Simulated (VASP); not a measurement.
# Hf (Fm-3m) in VASP: notebook, part 2 of 2

VASP 6.6.1. The steps go on from the part before.

### Step 5. Relaxation of cell and atoms, r2SCAN

The input, POSCAR:

```
Hf
1.0
    0.0000000000      2.1874114471      2.1874114471
    2.1874114471      0.0000000000      2.1874114471
    2.1874114471      2.1874114471      0.0000000000
Hf
1
Direct
    0.0000000000      0.0000000000      0.0000000000
```

The input, INCAR.step1:

```
ALGO = Normal
EDIFF = 1E-4
ENCUT = 600
GGA = PE
ISMEAR = 0
LASPH = T
LCHARG = F
LREAL = F
LWAVE = T
NELM = 60
PREC = Accurate
SIGMA = 0.1
```

The input, INCAR.step2:

```
ALGO = Normal
EDIFF = 1E-6
EDIFFG = -0.05
ENCUT = 600
IBRION = 2
ISIF = 3
ISMEAR = 0
ISTART = 1
LASPH = T
LCHARG = F
LMIXTAU = T
LREAL = F
LWAVE = F
METAGGA = R2SCAN
NELM = 60
NSW = 80
PREC = Accurate
SIGMA = 0.1
```

The input, KPOINTS:

```
k-points
0
Gamma
  8 8 8
```

Potentials or basis: VASP PAW PBE potentials, release 64 (Hf_pv).

Launch:

```sh
> cat potpaw_PBE.64/Hf_pv/POTCAR > POTCAR
> cp INCAR.step1 INCAR
> mpirun -np 1 vasp_std > vasp.out
> cp INCAR.step2 INCAR
> mpirun -np 1 vasp_std > vasp.out
```

OUTCAR:

```text
EDIFF = 1E-6
   EDIFFG = -0.05
   ENCUT = 600
   IBRION = 2
   ISIF = 3
   ISMEAR = 0
   ISTART = 1
   LASPH = T
   LREAL = F
   METAGGA = R2SCAN
   NELM = 60
   NSW = 80
   PREC = Accurate

 ion  position               nearest neighbor table
   1  0.000  0.000  0.000-

  LATTYP: Found a face centered cubic cell.
 ALAT       =     4.3748228942

  Lattice vectors:

 A1 = (   0.0000000000,   2.1874114471,   2.1874114471)
 A2 = (   2.1874114471,   0.0000000000,   2.1874114471)
 A3 = (   2.1874114471,   2.1874114471,   0.0000000000)

Analysis of symmetry for initial positions (statically):
=====================================================================
 Subroutine PRICEL returns:
 Original cell was already a primitive cell.

 Routine SETGRP: Setting up the symmetry group for a
 face centered cubic supercell.
[... 253 lines left out ...]

 k-point     1 :       0.0000    0.0000    0.0000
  band No.  band energies     occupation
      1     -26.5304      2.00000
      2     -26.5304      2.00000
      3     -26.5304      2.00000
      4      -2.9522      2.00000
      5       6.1964      0.00000
      6       6.1964      0.00000
      7       6.1964      0.00000
      8       9.1896      0.00000
      9       9.1896      0.00000
[... 265 lines left out ...]
 k-point    24 :      -0.3750    0.2500    0.1250
  band No.  band energies     occupation
      1     -27.2517      2.00000
      2     -26.8620      2.00000
      3     -26.7100      2.00000
      4       2.2532      2.00000
      5       3.6795      2.00000
      6       5.0025      0.00000
      7       7.2160      0.00000
      8      10.6499      0.00000
      9      12.7161      0.00000

 [... further k-points ...]

------------------------ aborting loop because EDIFF is reached ----------------------------------------

  FORCE on cell =-STRESS in cart. coord.  units (eV):
  Direction    XX          YY          ZZ          XY          YZ          ZX
  --------------------------------------------------------------------------------------
  -------------------------------------------------------------------------------------
  Total       -0.0162711     -0.0162711     -0.0162711      0.0000000      0.0000000     -0.0000000
  in kB       -1.1638052     -1.1638052     -1.1638052      0.0000000      0.0000000     -0.0000000
  external PRESSURE =      -1.1638052 kB  Pullay stress =       0.0000000 kB
[... 16 lines left out ...]
  FREE ENERGIE OF THE ION-ELECTRON SYSTEM (eV)
  ---------------------------------------------------
  free  energy   TOTEN  =       -45.0602767013 eV

  energy  without entropy=      -45.0534256762  energy(sigma->0) =      -45.05685119

 reached required accuracy - stopping structural energy minimisation
```

Run time: 2.4 min. Hardware: 1 thread of Intel Xeon 8259CL, shared host; peak memory 0.17 GiB.

Results:

| Item | Value |
| --- | --- |
| Free energy | -45.0603 eV |
| Relaxed volume | 22.40 Å³/atom |
| Relaxed cell | a = 3.164 Å, b = 3.164 Å, c = 3.164 Å, α = 60.00°, β = 60.00°, γ = 60.00° |
| Space group after relaxing (to 0.1 Å) | Fm-3m (No. 225) |
| Energy gained by relaxing | 32.8 meV/atom |
| Ionic steps | 3 |
| Pressure after relaxing | -0.1 GPa |
| Band gap on the k mesh | zero (bands 5 and 6 overlap by 2.03 eV) |

The path:
```tsv
step	energy change (eV)	largest force (eV/Å)	pressure (GPa)	volume (Å³)
1	0.0000	0.0000	7.58	20.93
2	0.0049	0.0000	-6.79	24.08
3	-0.0328	0.0000	-0.12	22.40
```

Final structure:
```yaml
crystal:
  lattice:
    - [0.00000, 2.23738, 2.23738]
    - [2.23738, 0.00000, 2.23738]
    - [2.23738, 2.23738, 0.00000]
  atoms:
    - { symbol: Hf, position: [0.00000, 0.00000, 0.00000] }
```

Caveat: the PAW data sets were made with another functional, which shifts forces and pressure a little; spin-orbit coupling is left out, which moves the levels of the heavy elements. Zero-point motion and thermal expansion aren't in these numbers.

### Step 6. Relaxation of cell and atoms, r2SCAN

This run uses another cell than the first one, of 22.60 Å³/atom.

The input, POSCAR:

```
Hf
1.0
    0.0000000000      2.2441030963      2.2441030963
    2.2441030963      0.0000000000      2.2441030963
    2.2441030963      2.2441030963      0.0000000000
Hf
1
Direct
    0.0000000000      0.0000000000      0.0000000000
```

The input, INCAR.step1:

```
  ALGO = Normal
  EDIFF = 1E-4
  ENCUT = 600
  GGA = PE
  ISMEAR = 0
  LASPH = T
  LCHARG = F
  LREAL = F
  LWAVE = T
  NELM = 100
  PREC = Accurate
  SIGMA = 0.1
```

The input, INCAR.step2:

```
  ALGO = Normal
  EDIFF = 1E-7
  EDIFFG = -0.01
  ENCUT = 600
  IBRION = 2
  ISIF = 3
  ISMEAR = 0
  ISTART = 1
  LASPH = T
  LCHARG = F
  LMIXTAU = T
  LREAL = F
  LWAVE = F
  METAGGA = R2SCAN
  NELM = 100
  NSW = 80
  PREC = Accurate
  SIGMA = 0.1
```

The input, KPOINTS:

```
k-points
0
Gamma
  16 16 16
```

Potentials or basis: VASP PAW PBE potentials, release 64 (Hf_pv).

Launch:

```sh
> cat potpaw_PBE.64/Hf_pv/POTCAR > POTCAR
> cp INCAR.step1 INCAR
> mpirun -np 1 vasp_std > vasp.out
> cp INCAR.step2 INCAR
> mpirun -np 1 vasp_std > vasp.out
```

It took 9.4 min on 1 thread of Intel Xeon 8259CL, shared host; peak memory 0.2 GiB.

The run converged. Its results:

```
Free energy                           : -45.0679 eV
Relaxed volume                        : 22.36 Å³/atom
Relaxed cell                          : a = 3.162 Å, b = 3.162 Å, c = 3.162 Å, α = 60.00°, β = 60.00°, γ = 60.00°
Space group after relaxing (to 0.1 Å) : Fm-3m (No. 225)
Energy gained by relaxing             : 0.9 meV/atom
Ionic steps                           : 3
Pressure after relaxing               : 0.0 GPa
Band gap on the k mesh                : zero (bands 5 and 6 overlap by 2.04 eV)
```

Step by step:
| step | energy change (eV) | largest force (eV/Å) | pressure (GPa) | volume (Å³) |
| --- | --- | --- | --- | --- |
| 1 | 0.0000 | 0.0000 | -1.14 | 22.60 |
| 2 | 0.0002 | 0.0000 | 1.31 | 22.08 |
| 3 | -0.0009 | 0.0000 | -0.01 | 22.36 |

Final structure:
```
Hf
1.0
     0.00000    2.23591    2.23591
     2.23591    0.00000    2.23591
     2.23591    2.23591    0.00000
Hf
1
Direct
  0.00000 0.00000 0.00000
```

Levels at points of the mesh, in eV from the Fermi level:
```csv
k point,band 2,band 3,band 4,band 5,band 6,band 7,band 8,band 9
"(0.00, 0.00, 0.00)",-31.12,-31.12,-7.56,1.60,1.60,1.60,4.60,4.60
"(0.50, 0.00, 0.00)",-31.23,-31.23,-3.74,0.37,1.41,1.41,6.69,6.69
"(0.50, 0.50, 0.00)",-31.42,-31.42,-3.32,-2.17,2.44,6.76,7.27,7.27
```

Caveat: the PAW data sets were made with another functional, which shifts forces and pressure a little; spin-orbit coupling is left out, which moves the levels of the heavy elements.

### Step 7. Overview

```tsv
task	cell	k mesh	cutoff (eV)	gap on the mesh (eV)	pressure (GPa)	relaxed volume (Å³/atom)
single point	a = 3.093 Å, angles 60.0°, 1 atom	8 × 8 × 8	520	none	7.6	-
single point	a = 3.174 Å, angles 60.0°, 1 atom	8 × 8 × 8	520	none	-1.0	-
single point	a = 3.167 Å, angles 60.0°, 1 atom	16 × 16 × 16	520	none	-0.5	-
relaxation of cell and atoms	relaxed from a = 3.093 Å, angles 60.0°, 1 atom	8 × 8 × 8	600	none	-0.1	22.40
relaxation of cell and atoms	relaxed from a = 3.174 Å, angles 60.0°, 1 atom	16 × 16 × 16	600	none	0.0	22.36
```

Alike in all rows: level r2SCAN; potentials or basis VASP PAW PBE potentials, release 64 (Hf_pv); no spin polarisation; smearing gaussian 0.1 eV.

Caveats: the PAW data sets were made with another functional, which shifts forces and pressure a little; spin-orbit coupling is left out, which moves the levels of the heavy elements; the cell stands under pressure (at least some runs).

Absolute energies hang on the potentials; compare differences alone.
